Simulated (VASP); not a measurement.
# Hf2Tl3Pb2S8 (a cell with a defect) in VASP: further runs

Hf2Tl3Pb2S8 (a cell with a defect) is run at these levels: PBE; tasks: single point.

Everything below comes from runs of VASP 6.6.1. Logs are shortened: lines on timing, memory, paths and dates and some standing lists are left out, and cuts for length are marked.

## (1) The cell of the first run

The cell holds a defect, 15 atoms: a = 8.760 Å, b = 8.760 Å, c = 6.710 Å, α = 106.94°, β = 106.94°, γ = 56.00°.

## (2) Single point, PBE

Contents of INCAR:

```
  PREC = Accurate
  ENCUT = 520
  EDIFF = 1E-6
  ISMEAR = -1
  SIGMA = 0.05
  LREAL = Auto
  LASPH = T
  NELM = 60
  ALGO = Normal
  ISIF = 2
  LWAVE = F
  LCHARG = F
  GGA = PE
  NELECT = 136.0
  NBANDS = 80
```

Contents of KPOINTS:

```
Automatic mesh
0
Gamma
  2 2 2
```

Contents of POSCAR:

```
Hf2Tl3Pb2S8
1.0
    7.7347500000     -4.1127500000      0.0000000000
    7.7347500000      4.1127500000      0.0000000000
   -2.2139820000      0.0000000000      6.3345410000
Hf Tl Pb S
2 3 2 8
Direct
    0.8468151674      0.1230658513      0.2454795067
    0.1217752039      0.8595783770      0.7403062037
    0.8756072404      0.6150759658      0.2166060651
    0.1966876351      0.3115013242      0.8111242788
    0.5853424158      0.9103074635      0.7135007888
    0.3579964620      0.6342836178      0.2853403269
    0.6239969242      0.3685960367      0.7760941164
    1.0273435110      0.1492935445      0.0519848242
    0.7819722176     -0.0380387239      0.4571128358
    0.0002986127      0.7613465733      0.9863382367
    0.1893486096      0.9925824556      0.5241421596
    0.7310016586      0.4542768394      0.4850233032
    0.5476462193      0.2322611364      0.0278631080
    0.2473861678      0.5242082455      0.5229897478
    0.4399265476      0.7587156789      0.9339271780
```

Potentials or basis: VASP PAW PBE potentials, release 64 (Hf_pv, Tl_d, Pb_d, S).

On the command line:

```
$ cat potpaw_PBE.64/Hf_pv/POTCAR potpaw_PBE.64/Tl_d/POTCAR potpaw_PBE.64/Pb_d/POTCAR potpaw_PBE.64/S/POTCAR > POTCAR
$ mpirun -np 1 vasp_std > vasp.out
```

OUTCAR:

```text
PREC = Accurate
   ENCUT = 520
   EDIFF = 1E-6
   ISMEAR = -1
   LREAL = Auto
   LASPH = T
   NELM = 60
   ISIF = 2
   GGA = PE
   NELECT = 136.0

 ion  position               nearest neighbor table
   1  0.847  0.123  0.245-  13 2.39   8 2.45   9 2.62  12 2.64  11 2.82  10 2.87   7 3.75   7 4.00

   2  0.122  0.860  0.740-  15 2.46  11 2.46  14 2.61   8 2.66  10 2.73   9 2.83   6 3.62
   3  0.876  0.615  0.217-   9 2.76  10 2.99  14 3.10  15 3.40  12 3.41   8 3.44   4 3.78   7 4.01
                             5 4.10
   4  0.197  0.312  0.811-  13 2.77  11 2.92  10 3.28  14 3.31   5 3.31   8 3.45   3 3.78   6 4.09
                             7 4.12
   5  0.585  0.910  0.714-  13 2.90   9 3.03  11 3.06  15 3.12  10 3.24   4 3.31  12 3.44   6 4.01
                             3 4.10   7 4.11
   6  0.358  0.634  0.285-  14 2.69  11 2.80  12 2.81  10 2.97  13 3.12  15 3.26   2 3.62   7 3.95
                             5 4.01   7 4.06   4 4.09
   7  0.624  0.369  0.776-  13 2.73  12 2.82  15 2.85  14 2.95   8 3.21   9 3.31   1 3.75   6 3.95
                             1 4.00   3 4.01   6 4.06   5 4.11   4 4.12
   8  0.027  0.149  0.052-   1 2.45   2 2.66   7 3.21   3 3.44   4 3.45
   9  0.782  0.962  0.457-   1 2.62   3 2.76   2 2.83   5 3.03   7 3.31
  10  0.000  0.761  0.986-   2 2.73   1 2.87   6 2.97   3 2.99   5 3.24   4 3.28
  11  0.189  0.993  0.524-   2 2.46   6 2.80   1 2.82   4 2.92   5 3.06
  12  0.731  0.454  0.485-   1 2.64   6 2.81   7 2.82   3 3.41   5 3.44
  13  0.548  0.232  0.028-   1 2.39   7 2.73   4 2.77   5 2.90   6 3.12
  14  0.247  0.524  0.523-   2 2.61   6 2.69   7 2.95   3 3.10   4 3.31
  15  0.440  0.759  0.934-   2 2.46   7 2.85   5 3.12   6 3.26   3 3.40

  LATTYP: Found a base centered monoclinic cell.
 ALAT       =    15.4695000000
 B/A-ratio  =     0.5317237144
 C/A-ratio  =     0.4337761396
 COS(beta)  =    -0.3299378571

  Lattice vectors:

 A1 = (   7.7347500000,  -4.1127500000,   0.0000000000)
 A2 = (   7.7347500000,   4.1127500000,   0.0000000000)
 A3 = (  -2.2139820000,   0.0000000000,   6.3345410000)

Analysis of symmetry for initial positions (statically):
=====================================================================
 Subroutine PRICEL returns:
 Original cell was already a primitive cell.

 Routine SETGRP: Setting up the symmetry group for a
 base centered monoclinic supercell.

 Subroutine GETGRP returns: Found  1 space group operations
 (whereof  1 operations were pure point group operations)
 out of a pool of  4 trial point group operations.

The static configuration has the point symmetry C_1 .

Analysis of symmetry for dynamics (positions and initial velocities):
=====================================================================
 Subroutine PRICEL returns:
 Original cell was already a primitive cell.

 Routine SETGRP: Setting up the symmetry group for a
 base centered monoclinic supercell.

 Subroutine GETGRP returns: Found  1 space group operations
 (whereof  1 operations were pure point group operations)
 out of a pool of  4 trial point group operations.

The dynamic configuration has the point symmetry C_1 .

 Subroutine INISYM returns: Found  1 space group operations
 (whereof  1 operations are pure point group operations),
 and found     1 'primitive' translations

----------------------------------------------------------------------------------------

                                     Primitive cell

  volume of cell :     403.0173

  direct lattice vectors                    reciprocal lattice vectors
     7.734750000 -4.112750000  0.000000000     0.064643330 -0.121573157  0.022593455
     7.734750000  4.112750000  0.000000000     0.064643330  0.121573157  0.022593455
    -2.213982000  0.000000000  6.334541000     0.000000000  0.000000000  0.157864635

  length of vectors
     8.760198064  8.760198064  6.710299992     0.139532279  0.139532279  0.157864635

  position of ions in fractional coordinates (direct lattice)
     0.846815167  0.123065851  0.245479507
     0.121775204  0.859578377  0.740306204
[... 45 lines left out ...]
     AMIX_MAG =   1.60;   BMIX_MAG =  1.00
  volume/ion in A,a.u.               =      26.87       181.31
  Fermi-wavevector in a.u.,A,eV,Ry     =   1.139759  2.153833 17.674672  1.299052
  Thomas-Fermi vector in A             =   2.276463
   LORBIT       =      0    0 simple, 1 ext, 2 COOP (PROOUT), +10 PAW based schemes
   GGA     = PE    functional components
   LHFCALC =     F    Hartree Fock is set to
   AEXX    =    0.0000 exact exchange contribution
   IVDW    =     0    specifies the selected vdW correction
   LEPSILON=     F    determine dielectric tensor
   LRPA    =     F    only Hartree local field effects (RPA)
 non-spin polarized calculation
  energy-cutoff  :      520.00
  volume of cell :      403.02
 maximum number of plane-waves:     10893
 NGX is ok and might be reduce to    70
   NGX = 33   NGY = 33   NGZ = 25

 number of electron     136.0000000 magnetization

 Free energy of the ion-electron system (eV)
  ---------------------------------------------------
  ext. energy  EPLUGINS =         0.00000000
  ---------------------------------------------------
  free energy    TOTEN  =       -74.47109687 eV

  energy without entropy =      -74.47109673  energy(sigma->0) =      -74.47109680

 E-fermi :   4.6723     XC(G=0):  -9.2374

 val. band max:        3.9228478083   @ k =   0.5000   0.5000   0.0000
 cond. band min:       5.4247941111   @ k =   0.0000   0.0000   0.0000
 fundamental gap:      1.5019463028
 Fermi energy:         4.6722648489

 k-point     1 :       0.0000    0.0000    0.0000
  band No.  band energies     occupation
      1     -27.2767      2.00000
      2     -27.2188      2.00000
      3     -27.2085      2.00000
      4     -27.1943      2.00000
      5     -27.1794      2.00000
      6     -27.1658      2.00000
[... 653 lines left out ...]
     79       7.3834      0.00000
     80       7.4801      0.00000

------------------------ aborting loop because EDIFF is reached ----------------------------------------

  FORCE on cell =-STRESS in cart. coord.  units (eV):
  Direction    XX          YY          ZZ          XY          YZ          ZX
  --------------------------------------------------------------------------------------
  -------------------------------------------------------------------------------------
  Total       12.8871495     10.2750347     13.1365500     -1.3226360     -1.4672999     -2.5794431
  in kB       51.2322830     40.8479380     52.2237635     -5.2580799     -5.8331846    -10.2544600
  external PRESSURE =      48.1013282 kB  Pullay stress =       0.0000000 kB

 VOLUME and BASIS-vectors are now :
 -----------------------------------------------------------------------------
  energy-cutoff  :      520.00
  volume of cell :      403.02
      direct lattice vectors                 reciprocal lattice vectors
     7.734750000 -4.112750000  0.000000000     0.064643330 -0.121573157  0.022593455
     7.734750000  4.112750000  0.000000000     0.064643330  0.121573157  0.022593455
    -2.213982000  0.000000000  6.334541000     0.000000000  0.000000000  0.157864635

 POSITION                                       TOTAL-FORCE (eV/Angst)
 -----------------------------------------------------------------------------------
      6.95830     -2.97660      1.55500         0.101629     -0.927702      1.034465
      5.95150      3.03440      4.68950        -0.802320     -0.210721      0.581763
     11.05050     -1.07150      1.37210        -0.427134     -0.288323     -0.137424
      2.13490      0.47220      5.13810        -0.335770      1.248078     -0.156914
      9.98880      1.33650      4.51970        -0.147674     -0.866683     -0.077059
      7.04330      1.13630      1.80750         0.387433     -0.114312     -0.724103
      5.95920     -1.05040      4.91620         0.680947      0.066371     -0.509476
      1.25115      0.50155      0.32930        -0.065772      0.459382     -0.890097
     12.47685      0.74025      2.89560         1.346375      0.200720      0.785263
      3.70740      3.13000      6.24800         0.684134      0.677161     -0.216391
      7.98150      3.30350      3.32020        -0.611880      0.623139     -0.637971
      8.09400     -1.13810      3.07240         0.100045     -1.171823     -0.697945
      5.97070     -1.29710      0.17650        -0.276689      0.078765      0.708413
      4.81020      1.13850      3.31290        -0.303278      0.410622      0.568679
      7.20350      1.31110      5.91600        -0.330048     -0.184674      0.368797
 -----------------------------------------------------------------------------------
    total drift:                                0.000460     -0.004874      0.000228

  FREE ENERGIE OF THE ION-ELECTRON SYSTEM (eV)
  ---------------------------------------------------
  free  energy   TOTEN  =       -74.4710968739 eV

  energy  without entropy=      -74.4710967310  energy(sigma->0) =      -74.47109680
```

Run time: 7.6 min. Hardware: 1 thread of Intel Xeon Platinum 8488C (Sapphire Rapids), shared host; peak memory 0.62 GiB.

What came out:

| Quantity | Value |
| --- | --- |
| Free energy | -74.4711 eV |
| Largest force | 1.572 eV/Å |

Forces in eV/Å, atoms in the order of the input:
```
Hf   0.102 -0.928  1.034
Hf  -0.802 -0.211  0.582
Tl  -0.427 -0.288 -0.137
Tl  -0.336  1.248 -0.157
Tl  -0.148 -0.867 -0.077
Pb   0.387 -0.114 -0.724
Pb   0.681  0.066 -0.509
S   -0.066  0.459 -0.890
S    1.346  0.201  0.785
S    0.684  0.677 -0.216
S   -0.612  0.623 -0.638
S    0.100 -1.172 -0.698
S   -0.277  0.079  0.708
S   -0.303  0.411  0.569
S   -0.330 -0.185  0.369
```

Levels at points of the mesh, in eV from the Fermi level:
| k point | band 65 | band 66 | band 67 | band 68 | band 69 | band 70 | band 71 | band 72 |
| --- | --- | --- | --- | --- | --- | --- | --- | --- |
| (0.00, 0.00, 0.00) | -1.69 | -1.60 | -1.51 | -1.35 | 0.75 | 1.07 | 1.19 | 1.36 |
| (0.50, 0.00, 0.00) | -1.63 | -1.12 | -1.06 | -0.92 | 1.01 | 1.29 | 1.34 | 1.69 |
| (0.00, 0.50, 0.00) | -1.65 | -1.16 | -1.07 | -0.87 | 1.13 | 1.28 | 1.51 | 1.56 |
| (0.50, 0.50, 0.00) | -1.60 | -1.47 | -1.28 | -0.75 | 1.19 | 1.41 | 1.45 | 1.60 |
| (0.00, 0.00, 0.50) | -1.72 | -1.51 | -1.45 | -1.13 | 0.85 | 1.16 | 1.29 | 1.40 |
| (0.50, 0.00, 0.50) | -1.64 | -1.43 | -1.31 | -1.04 | 1.02 | 1.18 | 1.42 | 1.58 |
| (0.00, 0.50, 0.50) | -1.49 | -1.41 | -1.19 | -1.10 | 1.01 | 1.30 | 1.43 | 1.57 |
| (0.50, 0.50, 0.50) | -1.68 | -1.52 | -1.43 | -1.22 | 0.94 | 1.13 | 1.28 | 1.38 |

Caveat: the k points lie up to 0.50 Å⁻¹ apart; the cell carries a net charge on a neutralising background, which shifts energy and pressure; the cell is charged against a uniform background, so pressure and absolute levels hang on convention; the atoms stand as in a frame of molecular dynamics; spin-orbit coupling is left out, which moves the levels of the heavy elements.

## (3) Single point, PBE

Contents of INCAR:

```
ALGO = Normal ; EDIFF = 1E-6
ENCUT = 520 ; GGA = PE
ISIF = 2 ; ISMEAR = -1
LASPH = T ; LCHARG = F
LREAL = Auto ; LWAVE = F
NBANDS = 80 ; NELECT = 136.0
NELM = 60 ; PREC = Accurate
SIGMA = 0.05
```

Contents of KPOINTS:

```
k-points
0
Gamma
  2 2 2
```

Contents of POSCAR:

```
Hf2Tl3Pb2S8
1.0
    7.7347500000     -4.1127500000      0.0000000000
    7.7347500000      4.1127500000      0.0000000000
   -2.2139820000      0.0000000000      6.3345410000
Hf Tl Pb S
2 3 2 8
Direct
    0.8656205074      0.1109186656      0.2714955985
    0.1236220895      0.8456936960      0.7288294448
    0.8975482010      0.6070126712      0.2020351593
    0.1637646773      0.3328972528      0.7946116380
    0.5845909058      0.8646954587      0.6685093679
    0.3516922686      0.6578864209      0.2723322811
    0.6264041542      0.3845951456      0.8216538499
    0.9662464510      0.1932600064     -0.0104822117
    0.7912808789      0.0143554641      0.5532997576
   -0.0015261160      0.7925897432      0.9978307821
    0.1820768920      0.9999238314      0.4955686608
    0.7909056534      0.4121080119      0.4730887368
    0.5427053429      0.2107619959      0.1218083520
    0.2354645869      0.5293312211      0.5553362114
    0.4427564121      0.7770339637      0.9964731462
```

Potentials or basis: VASP PAW PBE potentials, release 64 (Hf_pv, Tl_d, Pb_d, S).

On the command line:

```
$ cat potpaw_PBE.64/Hf_pv/POTCAR potpaw_PBE.64/Tl_d/POTCAR potpaw_PBE.64/Pb_d/POTCAR potpaw_PBE.64/S/POTCAR > POTCAR
$ mpirun -np 1 vasp_std > vasp.out
```

Wall time 8.5 min (1 thread of Intel Xeon Platinum 8488C (Sapphire Rapids), shared host); peak memory 0.62 GiB.

It converged, with:

```yaml
Free_energy: -74.3486 eV
Largest_force: 1.818 eV/Å
```

Forces in eV/Å, atoms in the order of the input:
```
Hf  -0.408  0.705 -0.823
Hf   0.253  0.778  1.295
Tl  -0.334  0.127  0.417
Tl   0.012  0.203  0.108
Tl   0.326 -0.318  0.500
Pb  -0.434 -1.074 -0.701
Pb  -0.582  0.502 -0.808
S    0.263 -1.329  1.213
S    0.006 -0.690 -0.931
S    0.311 -0.242 -0.023
S   -0.292 -0.501  0.899
S    0.493  0.997  0.639
S    0.373  0.131 -0.842
S    0.194  0.305 -0.354
S   -0.180  0.406 -0.590
```

Levels at points of the mesh, in eV from the Fermi level:
| k point | band 65 | band 66 | band 67 | band 68 | band 69 | band 70 | band 71 | band 72 |
| --- | --- | --- | --- | --- | --- | --- | --- | --- |
| (0.00, 0.00, 0.00) | -1.62 | -1.56 | -1.42 | -1.06 | 0.67 | 1.01 | 1.32 | 1.47 |
| (0.50, 0.00, 0.00) | -1.48 | -1.37 | -0.96 | -0.72 | 1.09 | 1.42 | 1.55 | 1.62 |
| (0.00, 0.50, 0.00) | -1.46 | -1.14 | -0.97 | -0.66 | 1.09 | 1.35 | 1.51 | 1.65 |
| (0.50, 0.50, 0.00) | -1.42 | -1.21 | -1.18 | -0.68 | 1.30 | 1.43 | 1.55 | 1.63 |
| (0.00, 0.00, 0.50) | -1.63 | -1.51 | -1.25 | -1.06 | 0.63 | 1.09 | 1.38 | 1.71 |
| (0.50, 0.00, 0.50) | -1.51 | -1.45 | -0.93 | -0.80 | 1.11 | 1.31 | 1.43 | 1.61 |
| (0.00, 0.50, 0.50) | -1.52 | -1.30 | -1.15 | -0.70 | 1.13 | 1.18 | 1.49 | 1.66 |
| (0.50, 0.50, 0.50) | -1.67 | -1.47 | -1.30 | -1.11 | 0.99 | 1.03 | 1.31 | 1.37 |

Caveat: the k points lie up to 0.50 Å⁻¹ apart; the cell carries a net charge on a neutralising background, which shifts energy and pressure; the cell is charged against a uniform background, so pressure and absolute levels hang on convention; the atoms stand as in a frame of molecular dynamics; spin-orbit coupling is left out, which moves the levels of the heavy elements.

## (4) Single point, PBE

Contents of INCAR:

```
SYSTEM = Hf2Tl3Pb2S8
  PREC = Accurate
  ENCUT = 520
  EDIFF = 1E-6
  ISMEAR = -1
  SIGMA = 0.05
  LREAL = Auto
  LASPH = .True.
  NELM = 100
  ALGO = Normal
  ISIF = 2
  LWAVE = .False.
  LCHARG = .False.
  GGA = PE
  NELECT = 136.0
  NBANDS = 80
```

Contents of KPOINTS:

```
Automatic mesh
0
Gamma
  2 2 2
  0 0 0
```

Contents of POSCAR:

```
Hf2Tl3Pb2S8
1.0
    7.7347500000     -4.1127500000      0.0000000000
    7.7347500000      4.1127500000      0.0000000000
   -2.2139820000      0.0000000000      6.3345410000
Hf Tl Pb S
2 3 2 8
Direct
    0.8618200873      0.1235306216      0.2811411277
    0.1163482905      0.8604975823      0.7695900934
    0.9099169725      0.6011211546      0.2036611650
    0.1208545990      0.3653625317      0.7810668524
    0.6072070886      0.8168235253      0.6482079759
    0.3665475402      0.6399655695      0.2374126239
    0.6194334340      0.3906813824      0.8365404849
    1.0225232169      0.1807749949      0.0850101057
    0.8177805540     -0.0114699475      0.5017253815
    0.0053915756      0.8124671333      1.0321821265
    0.1810968970      0.9925734029      0.5482638758
    0.7782865653      0.4434984065      0.5000046570
    0.5517515927      0.2320141907      0.0491116878
    0.2175343456      0.5558238113      0.5416177747
    0.4367041698      0.7833335540      0.9793606198
```

On the command line:

```
$ cat potpaw_PBE.64/Hf_pv/POTCAR potpaw_PBE.64/Tl_d/POTCAR potpaw_PBE.64/Pb_d/POTCAR potpaw_PBE.64/S/POTCAR > POTCAR
$ mpirun -np 1 vasp_std > vasp.out
```

It took 7.8 min on 1 thread of Intel Xeon Platinum 8488C (Sapphire Rapids), shared host; peak memory 0.6 GiB.

It converged, with:

```
Free energy   : -74.4355 eV
Largest force : 2.058 eV/Å
```

Forces in eV/Å, atoms in the order of the input:
```
Hf   1.399  0.291 -0.187
Hf   0.550  0.238 -0.257
Tl  -0.399  0.156  0.341
Tl   0.023 -0.342 -0.039
Tl   0.642  0.677  0.538
Pb  -0.376 -0.099  1.021
Pb   0.704 -0.704 -1.256
S    0.180  0.371 -1.045
S   -1.645  0.541  1.111
S   -0.868 -0.133 -0.439
S    1.013 -0.204 -0.401
S   -0.549 -0.101 -0.446
S   -0.537  0.132  0.425
S    0.011 -0.540  0.479
S   -0.149 -0.283  0.153
```

Levels at points of the mesh, in eV from the Fermi level:
```csv
k point,band 64,band 65,band 66,band 67,band 68,band 69,band 70,band 71,band 72,band 73
"(0.00, 0.00, 0.00)",-1.68,-1.62,-1.51,-1.38,-1.30,0.50,0.95,1.40,1.66,1.73
"(0.50, 0.00, 0.00)",-1.80,-1.43,-1.30,-1.03,-0.55,1.20,1.44,1.53,1.71,1.96
"(0.00, 0.50, 0.00)",-1.57,-1.45,-1.19,-1.05,-0.63,1.25,1.37,1.49,1.75,1.78
"(0.50, 0.50, 0.00)",-1.58,-1.45,-1.33,-1.23,-0.53,1.31,1.59,1.67,1.85,1.93
"(0.00, 0.00, 0.50)",-1.77,-1.65,-1.36,-1.30,-1.17,0.87,1.30,1.48,1.67,1.89
"(0.50, 0.00, 0.50)",-1.77,-1.49,-1.42,-1.18,-0.91,1.16,1.42,1.56,1.68,1.84
"(0.00, 0.50, 0.50)",-1.54,-1.51,-1.24,-1.06,-0.98,1.18,1.30,1.54,1.70,1.77
"(0.50, 0.50, 0.50)",-1.75,-1.50,-1.36,-1.13,-1.08,0.91,1.26,1.37,1.58,1.64
```

Caveat: the k points lie up to 0.50 Å⁻¹ apart; the cell carries a net charge on a neutralising background, which shifts energy and pressure; the cell is charged against a uniform background, so pressure and absolute levels hang on convention; the atoms stand as in a frame of molecular dynamics; spin-orbit coupling is left out, which moves the levels of the heavy elements.
